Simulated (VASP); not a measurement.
# BaMo (Cmcm) in VASP: a series of runs

The runs below take BaMo through relaxation of cell and atoms, with PBE.

All numbers are computed with VASP 6.6.1; they aren't measurements. Logs are shortened: lines on timing, memory, paths and dates and some standing lists are left out, and cuts for length are marked.

## (1) The cell of the first run

The structure is orthorhombic, space group Cmcm (No. 63). The conventional cell has a = 5.570 Å, b = 12.736 Å, c = 3.618 Å, α = 90.00°, β = 90.00°, γ = 90.00°. Ba (site symmetry m2m) has 7 Mo at 3.45 to 3.88 Å and 8 Ba at 3.62 to 4.44 Å within 4.5 Å. Mo (site symmetry m2m) has 2 Mo at 2.39 Å within 3.2 Å.

## (2) Relaxation of cell and atoms, PBE

INCAR

```
  PREC = Accurate
  ENCUT = 600
  EDIFF = 1E-6
  ISMEAR = 0
  SIGMA = 0.1
  LREAL = False
  LASPH = True
  NELM = 100
  ALGO = Fast
  ISIF = 3
  LWAVE = False
  LCHARG = False
  GGA = PE
  IBRION = 2
  NSW = 90
  EDIFFG = -0.04
```

KPOINTS

```
regular mesh
0
Gamma
  4 4 6
```

POSCAR

```
BaMo
1.0
    2.7847768188     -6.3679797859      0.0000000000
    2.7847768188      6.3679797859      0.0000000000
    0.0000000000      0.0000000000      3.6179318358
Ba Mo
2 2
Direct
    0.8657739910      0.1342260090      0.2500000000
    0.1342260090      0.8657739910      0.7500000000
    0.5610427333      0.4389572667      0.2500000000
    0.4389572667      0.5610427333      0.7500000000
```

Potentials or basis: VASP PAW PBE potentials, release 64 (Ba_sv, Mo_sv).

Started as:

```bash
> cat potpaw_PBE.64/Ba_sv/POTCAR potpaw_PBE.64/Mo_sv/POTCAR > POTCAR
> mpirun -np 1 vasp_std > vasp.out
```

OUTCAR:

```text
PREC = Accurate
   ENCUT = 600
   EDIFF = 1E-6
   ISMEAR = 0
   LREAL = False
   LASPH = True
   NELM = 100
   ISIF = 3
   GGA = PE
   IBRION = 2
   NSW = 90
   EDIFFG = -0.04

 ion  position               nearest neighbor table
   1  0.866  0.134  0.250-   4 3.45   4 3.45   4 3.45   4 3.45   3 3.73   3 3.73   2 3.87   2 3.87
                             3 3.88   2 4.44   2 4.44   2 4.44   2 4.44
   2  0.134  0.866  0.750-   3 3.45   3 3.45   3 3.45   3 3.45   4 3.73   4 3.73   1 3.87   1 3.87
                             4 3.88   1 4.44   1 4.44   1 4.44   1 4.44
   3  0.561  0.439  0.250-   4 2.39   4 2.39   2 3.45   2 3.45   2 3.45   2 3.45   1 3.73   1 3.73
                             1 3.88
   4  0.439  0.561  0.750-   3 2.39   3 2.39   1 3.45   1 3.45   1 3.45   1 3.45   2 3.73   2 3.73
                             2 3.88

  LATTYP: Found a base centered orthorhombic cell.
 ALAT       =     5.5695536376
 B/A-ratio  =     2.2867110006
 C/A-ratio  =     0.6495909854

  Lattice vectors:

 A1 = (   2.7847768188,  -6.3679797859,   0.0000000000)
 A2 = (   2.7847768188,   6.3679797859,   0.0000000000)
 A3 = (   0.0000000000,   0.0000000000,   3.6179318358)

Analysis of symmetry for initial positions (statically):
=====================================================================
 Subroutine PRICEL returns:
 Original cell was already a primitive cell.

 Routine SETGRP: Setting up the symmetry group for a
 base centered orthorhombic supercell.

 Subroutine GETGRP returns: Found  8 space group operations
 (whereof  4 operations were pure point group operations)
 out of a pool of  8 trial point group operations.

The static configuration has the point symmetry C_2h.
 The point group associated with its full space group is D_2h.

Analysis of symmetry for dynamics (positions and initial velocities):
=====================================================================
 Subroutine PRICEL returns:
 Original cell was already a primitive cell.

 Routine SETGRP: Setting up the symmetry group for a
 base centered orthorhombic supercell.

 Subroutine GETGRP returns: Found  8 space group operations
 (whereof  4 operations were pure point group operations)
 out of a pool of  8 trial point group operations.

The dynamic configuration has the point symmetry C_2h.
 The point group associated with its full space group is D_2h.

 Subroutine INISYM returns: Found  8 space group operations
 (whereof  4 operations are pure point group operations),
 and found     1 'primitive' translations

----------------------------------------------------------------------------------------

                                     Primitive cell

  volume of cell :     128.3165

  direct lattice vectors                    reciprocal lattice vectors
     2.784776819 -6.367979786  0.000000000     0.179547602 -0.078517837  0.000000000
     2.784776819  6.367979786  0.000000000     0.179547602  0.078517837  0.000000000
     0.000000000  0.000000000  3.617931836     0.000000000  0.000000000  0.276401006

  length of vectors
     6.950262476  6.950262476  3.617931836     0.195965283  0.195965283  0.276401006

  position of ions in fractional coordinates (direct lattice)
     0.865773991  0.134226009  0.250000000
     0.134226009  0.865773991  0.750000000
     0.561042733  0.438957267  0.250000000
     0.438957267  0.561042733  0.750000000

  ion indices of the primitive-cell ions
   primitive index   ion index
                 1           1
                 2           2
                 3           3
                 4           4

----------------------------------------------------------------------------------------

 KPOINTS: regular mesh

Automatic generation of k-mesh.
 Grid dimensions read from file:
 generate k-points for:    4    4    6

 Generating k-lattice:

  Cartesian coordinates                     Fractional coordinates (reciprocal lattice)
     0.044886901 -0.019629459  0.000000000     0.250000000 -0.000000000  0.000000000
     0.044886901  0.019629459  0.000000000    -0.000000000  0.250000000  0.000000000
     0.000000000  0.000000000  0.046066834     0.000000000  0.000000000  0.166666667

  Length of vectors
     0.048991321  0.048991321  0.046066834

  Shift w.r.t. Gamma in fractional coordinates (k-lattice)
     0.000000000  0.000000000  0.000000000

 Subroutine IBZKPT returns following result:
 ===========================================

 Found     28 irreducible k-points:

 Following reciprocal coordinates:
            Coordinates               Weight
  0.000000  0.000000  0.000000      1.000000
  0.250000  0.000000  0.000000      4.000000
  0.500000  0.000000  0.000000      2.000000
  0.250000  0.250000  0.000000      2.000000
  0.500000  0.250000  0.000000      4.000000
 -0.250000  0.250000  0.000000      2.000000
[... 16 lines left out ...]
  0.250000  0.000000  0.500000      4.000000
  0.500000  0.000000  0.500000      2.000000
 [... further k-points ...]
   k-points           NKPTS =     28   k-points in BZ     NKDIM =     28   number of bands    NBANDS=     28
   number of dos      NEDOS =    301   number of ions     NIONS =      4
   total plane-waves  NPLWV =  94080
   dimension x,y,z NGX =    56 NGY =   56 NGZ =   30
   dimension x,y,z NGXF=   112 NGYF=  112 NGZF=   60
   ions per type =               2   2
   NGX,Y,Z   is equivalent  to a cutoff of  13.39, 13.39, 13.79 a.u.
   NGXF,Y,Z  is equivalent  to a cutoff of  26.79, 26.79, 27.57 a.u.
 SYSTEM =  unknown system
   PREC   = accura    normal or accurate (medium, high low for compatibility)
   ISTART =      0    job   : 0-new  1-cont  2-samecut
   ICHARG =      2    charge: 1-file 2-atom 10-const
   ISPIN  =      1    spin polarized calculation?
   LNONCOLLINEAR =      F non collinear calculations
   LSORBIT =      F    spin-orbit coupling
   LASPH  =      T    aspherical Exc in radial PAW
   ENCUT  =  600.0 eV  44.10 Ry    6.64 a.u.  13.88 13.88  7.23*2*pi/ulx,y,z
   NELM   =    100;   NELMIN=  2; NELMDL= -5     # of ELM steps
   EDIFF  = 0.1E-05   stopping-criterion for ELM
   LREAL  =      F    real-space projection
   EDIFFG = -.4E-01   stopping-criterion for IOM
   NSW    =     90    number of steps for IOM
   IBRION =      2    ionic relax: 0-MD 1-quasi-New 2-CG
   NFREE  =      1    steps in history (QN), initial steepest desc. (CG)
   ISIF   =      3    stress and relaxation
   ISYM   =      2    0-nonsym 1-usesym 2-fastsym
   POTIM  = 0.5000    time-step for ionic-motion
   TEBEG  =    0.0;   TEEND  =   0.0 temperature during run
   PSTRESS=    0.0 pullay stress
   NELECT =      48.0000    total number of electrons
   NUPDOWN=      -1.0000    fix difference up-down
   EMIN   =  10.00;   EMAX   =-10.00  energy-range for DOS
   EFERMI =   0.00;   METHOD = LEGACY
   ISMEAR =     0;   SIGMA  =   0.10  broadening in eV -4-tet -1-fermi 0-gaus
   EFERMI_NEDOS =   21; number of points for ismear=-14 and -15
   IALGO  =     68    algorithm
   IMIX   =      4    mixing-type and parameters
     AMIX     =   0.40;   BMIX     =  1.00
     AMIX_MAG =   1.60;   BMIX_MAG =  1.00
  volume/ion in A,a.u.               =      32.08       216.48
  Fermi-wavevector in a.u.,A,eV,Ry     =   1.179581  2.229085 18.931300  1.391411
  Thomas-Fermi vector in A             =   2.315889
   LORBIT       =      0    0 simple, 1 ext, 2 COOP (PROOUT), +10 PAW based schemes
   GGA     = PE    functional components
   LHFCALC =     F    Hartree Fock is set to
   AEXX    =    0.0000 exact exchange contribution
   IVDW    =     0    specifies the selected vdW correction
   LEPSILON=     F    determine dielectric tensor
   LRPA    =     F    only Hartree local field effects (RPA)
 conjugate gradient relaxation of ions
 non-spin polarized calculation
 RMM-DIIS sequential band-by-band and
 Gauss-broadening in eV      SIGMA  =   0.10
  energy-cutoff  :      600.00
  volume of cell :      128.32
 maximum number of plane-waves:      4313
   NGX = 27   NGY = 27   NGZ = 15

--------------------------------------- Ionic step        1  -------------------------------------------

 number of electron      47.9999997 magnetization

 Free energy of the ion-electron system (eV)
  ---------------------------------------------------
  ext. energy  EPLUGINS =         0.00000000
  ---------------------------------------------------
  free energy    TOTEN  =       -22.33596115 eV

  energy without entropy =      -22.31938804  energy(sigma->0) =      -22.32767460

------------------------ aborting loop because EDIFF is reached ----------------------------------------

  FORCE on cell =-STRESS in cart. coord.  units (eV):
  Direction    XX          YY          ZZ          XY          YZ          ZX
  --------------------------------------------------------------------------------------
  -------------------------------------------------------------------------------------
  Total        0.4866711     -0.1472879      1.2769657      0.0000000      0.0000000      0.0000000
  in kB        6.0766422     -1.8390569     15.9443701      0.0000000      0.0000000      0.0000000
  external PRESSURE =       6.7273185 kB  Pullay stress =       0.0000000 kB

 VOLUME and BASIS-vectors are now :
 -----------------------------------------------------------------------------
  energy-cutoff  :      600.00
  volume of cell :      128.32
      direct lattice vectors                 reciprocal lattice vectors
     2.784776819 -6.367979786  0.000000000     0.179547602 -0.078517837  0.000000000
     2.784776819  6.367979786  0.000000000     0.179547602  0.078517837  0.000000000
     0.000000000  0.000000000  3.617931836     0.000000000  0.000000000  0.276401006
[... 153 lines left out ...]
 POSITION                                       TOTAL-FORCE (eV/Angst)
 -----------------------------------------------------------------------------------
      2.79947     -4.58969      0.93431         0.000000      0.093555      0.000000
      2.79947      4.58969      2.80292         0.000000     -0.093555     -0.000000
      2.79947     -0.73226      0.93431         0.000000     -0.165939      0.000000
      2.79947      0.73226      2.80292         0.000000      0.165939     -0.000000
 -----------------------------------------------------------------------------------
    total drift:                                0.000000     -0.000000     -0.000000

  FREE ENERGIE OF THE ION-ELECTRON SYSTEM (eV)
  ---------------------------------------------------
  free  energy   TOTEN  =       -22.3785218662 eV

  energy  without entropy=      -22.3644851643  energy(sigma->0) =      -22.37150352

--------------------------------------- Ionic step        6  -------------------------------------------

 number of electron      48.0000003 magnetization

 Free energy of the ion-electron system (eV)
  ---------------------------------------------------
  ext. energy  EPLUGINS =         0.00000000
  ---------------------------------------------------
  free energy    TOTEN  =       -22.38403671 eV

  energy without entropy =      -22.37048100  energy(sigma->0) =      -22.37725886

 E-fermi :   4.4650     XC(G=0):  -9.4871

 val. band max:        4.4578277200   @ k =   0.5000   0.5000   0.1667
 cond. band min:       4.5189257946   @ k =   0.2500   0.0000   0.0000
 fundamental gap:      0.0610980745
 Fermi energy:         4.4649531830

 k-point     1 :       0.0000    0.0000    0.0000
  band No.  band energies     occupation
      1     -56.0261      2.00000
      2     -55.5567      2.00000
      3     -30.7717      2.00000
      4     -30.3461      2.00000
      5     -30.0921      2.00000
      6     -29.7229      2.00000
[... 20 lines left out ...]
     27       6.1238      0.00000
[... 691 lines left out ...]
      6     -29.9062      2.00000
[... 20 lines left out ...]
     27       5.8254      0.00000
     28       5.8256      0.00000

 [... further k-points ...]

------------------------ aborting loop because EDIFF is reached ----------------------------------------

  FORCE on cell =-STRESS in cart. coord.  units (eV):
  Direction    XX          YY          ZZ          XY          YZ          ZX
  --------------------------------------------------------------------------------------
  -------------------------------------------------------------------------------------
  Total       -0.0846227      0.1373403     -0.1200141      0.0000000      0.0000000      0.0000000
  in kB       -1.0306186      1.6726660     -1.4616495      0.0000000      0.0000000      0.0000000
  external PRESSURE =      -0.2732007 kB  Pullay stress =       0.0000000 kB

 VOLUME and BASIS-vectors are now :
 -----------------------------------------------------------------------------
  energy-cutoff  :      600.00
  volume of cell :      131.55
      direct lattice vectors                 reciprocal lattice vectors
     2.768728075 -6.332998857 -0.000000000     0.180588337 -0.078951538  0.000000000
     2.768728075  6.332998857  0.000000000     0.180588337  0.078951538 -0.000000000
     0.000000000  0.000000000  3.751282271     0.000000000 -0.000000000  0.266575514

 POSITION                                       TOTAL-FORCE (eV/Angst)
 -----------------------------------------------------------------------------------
      2.76873     -4.58809      0.93782         0.000000      0.037067      0.000000
      2.76873      4.58809      2.81346         0.000000     -0.037067     -0.000000
      2.76873     -0.73534      0.93782         0.000000     -0.002740     -0.000000
      2.76873      0.73534      2.81346         0.000000      0.002740      0.000000
 -----------------------------------------------------------------------------------
    total drift:                                0.000000      0.000000      0.000000

  FREE ENERGIE OF THE ION-ELECTRON SYSTEM (eV)
  ---------------------------------------------------
  free  energy   TOTEN  =       -22.3840367119 eV

  energy  without entropy=      -22.3704810026  energy(sigma->0) =      -22.37725886

 reached required accuracy - stopping structural energy minimisation
```

Wall time 23 min (1 thread of Intel Xeon 8259CL, shared host); peak memory 0.38 GiB.

What came out:

```
Free energy                           : -22.3840 eV
Relaxed volume                        : 32.89 Å³/atom
Relaxed cell                          : a = 6.912 Å, b = 6.912 Å, c = 3.751 Å, α = 90.00°, β = 90.00°, γ = 132.77°
Space group after relaxing (to 0.1 Å) : Cmcm (No. 63)
Energy gained by relaxing             : 12.0 meV/atom
Ionic steps                           : 6
Pressure after relaxing               : 0.0 GPa
Largest force after relaxing          : 0.037 eV/Å
Band gap on the k mesh                : zero (bands 24 and 25 overlap by 0.62 eV)
```

Forces in eV/Å, atoms in the order of the input:
```
Ba   0.000  0.037  0.000
Ba   0.000 -0.037  0.000
Mo   0.000 -0.003  0.000
Mo   0.000  0.003  0.000
```

The path:
```
step  energy change (eV)  largest force (eV/Å)  pressure (GPa)  volume (Å³)
   1              0.0000                0.2916            0.67       128.32
   2             -0.0281                0.2406            0.02       130.82
   3             -0.0367                0.1614           -0.58       133.30
   4             -0.0416                0.3096            0.24       131.82
   5             -0.0426                0.1659            0.00       132.25
   6             -0.0481                0.0371           -0.03       131.55
```

Final structure:
```xyz
4
Lattice="2.7687 -6.3330 0.0000 2.7687 6.3330 0.0000 0.0000 0.0000 3.7513" Properties=species:S:1:pos:R:3 pbc="T T T"
Ba    2.7687   -4.5881    0.9378
Ba    2.7687    4.5881    2.8135
Mo    2.7687   -0.7353    0.9378
Mo    2.7687    0.7353    2.8135
```

Levels at points of the mesh, in eV from the Fermi level:
```
           k point  band 20  band 21  band 22  band 23  band 24  band 25  band 26  band 27  band 28
(0.00, 0.00, 0.00)    -1.70    -1.46    -1.19    -1.15    -0.05     0.46     0.64     1.66     1.69
(0.50, 0.00, 0.00)    -1.64    -1.32    -1.28    -1.06    -0.95     0.57     0.62     0.83     1.19
(0.50, 0.50, 0.00)    -1.83    -1.68    -1.51    -1.48    -0.04     0.40     0.51     1.17     1.81
(0.00, 0.00, 0.50)    -1.89    -0.97    -0.97    -0.52    -0.52    -0.36    -0.36     1.25     1.25
(0.50, 0.00, 0.50)    -1.63    -1.58    -1.58    -0.22    -0.22     0.61     0.61     1.36     1.36
(0.50, 0.50, 0.50)    -1.95    -0.98    -0.98    -0.33    -0.33    -0.06    -0.06     0.58     0.58
```

Caveat: spin-orbit coupling is left out, which moves the levels of the heavy elements.

## (3) Relaxation of cell and atoms, PBE

This run uses another cell than the first one, of 28.38 Å³/atom.

INCAR

```
ALGO     = Normal         # electronic algorithm
EDIFF    = 1E-7           # SCF threshold, eV
EDIFFG   = -0.04          # ionic threshold
ENCUT    = 600            # plane-wave cutoff, eV
GGA      = PE             # functional
IBRION   = 2              # ionic algorithm
ISIF     = 3              # what is computed and relaxed
ISMEAR   = 0              # smearing method
LASPH    = T              # aspherical terms in the spheres
LCHARG   = F              # write CHGCAR
LREAL    = F              # projectors in reciprocal space
LWAVE    = F              # write WAVECAR
NELM     = 80             # most SCF steps
NSW      = 90             # ionic steps
PREC     = Accurate       # precision mode
SIGMA    = 0.1            # smearing width, eV
```

KPOINTS

```
k-points
0
Gamma
  4 4 4
```

POSCAR

```
BaMo
1.0
    2.2605447835     -5.7356687010      0.0000000000
    2.2605447835      5.7356687010      0.0000000000
    0.0000000000      0.0000000000      4.3783301500
Ba Mo
2 2
Direct
    0.8620000000      0.1380000000      0.7500000000
    0.1380000000      0.8620000000      0.2500000000
    0.5830000000      0.4170000000      0.7500000000
    0.4170000000      0.5830000000      0.2500000000
```

Potentials or basis: VASP PAW PBE potentials, release 64 (Ba_sv, Mo_sv).

Started as:

```bash
> cat potpaw_PBE.64/Ba_sv/POTCAR potpaw_PBE.64/Mo_sv/POTCAR > POTCAR
> mpirun -np 1 vasp_std > vasp.out
```

Run time: 49 min. Hardware: 1 thread of Intel Xeon 8259CL, shared host; peak memory 0.35 GiB.

The run converged. Its results:

| Property | Result |
| --- | --- |
| Free energy | -22.2808 eV |
| Relaxed volume | 32.75 Å³/atom |
| Relaxed cell | a = 7.007 Å, b = 7.007 Å, c = 3.636 Å, α = 90.00°, β = 90.00°, γ = 132.80° |
| Space group after relaxing (to 0.1 Å) | Cmcm (No. 63) |
| Pressure after relaxing | 0.0 GPa |
| Largest force after relaxing | 0.032 eV/Å |
| Band gap on the k mesh | zero (bands 24 and 25 overlap by 0.49 eV) |

Forces on the atoms (eV/Å):
```
Ba   0.000 -0.005  0.000
Ba   0.000  0.005  0.000
Mo   0.000 -0.032  0.000
Mo   0.000  0.032  0.000
```

Stress tensor (GPa, compression positive):
```
 0.00  0.00  0.00
 0.00  0.05  0.00
 0.00  0.00 -0.12
```

Final structure:
```xyz
4
Lattice="2.8053 -6.4208 0.0000 2.8053 6.4208 0.0000 0.0000 0.0000 3.6362" Properties=species:S:1:pos:R:3 pbc="T T T"
Ba    2.8053   -4.6757    2.7272
Ba    2.8053    4.6757    0.9091
Mo    2.8053   -0.7747    2.7272
Mo    2.8053    0.7747    0.9091
```

Levels at points of the mesh, in eV from the Fermi level:
```csv
k point,band 20,band 21,band 22,band 23,band 24,band 25,band 26,band 27,band 28
"(0.00, 0.00, 0.00)",-1.85,-1.35,-1.26,-1.19,-0.08,0.50,0.53,1.68,1.90
"(0.50, 0.00, 0.00)",-1.68,-1.40,-1.14,-1.09,-0.92,0.52,0.52,0.78,1.12
"(0.50, 0.50, 0.00)",-1.87,-1.86,-1.67,-1.28,-0.08,0.50,0.52,1.11,1.69
"(0.00, 0.00, 0.50)",-1.75,-0.95,-0.95,-0.61,-0.61,-0.39,-0.39,1.37,1.37
"(0.50, 0.00, 0.50)",-1.68,-1.40,-1.40,-0.30,-0.30,0.55,0.55,1.37,1.37
"(0.50, 0.50, 0.50)",-1.80,-0.87,-0.87,-0.46,-0.46,-0.13,-0.13,0.63,0.63
```

Caveat: the k points lie up to 0.43 Å⁻¹ apart in the final cell; the volume moved by over 15 % at a fixed basis, so the end points are rough; spin-orbit coupling is left out, which moves the levels of the heavy elements.

The gap in the log of VASP goes by the Fermi energy; the results here count the filled bands.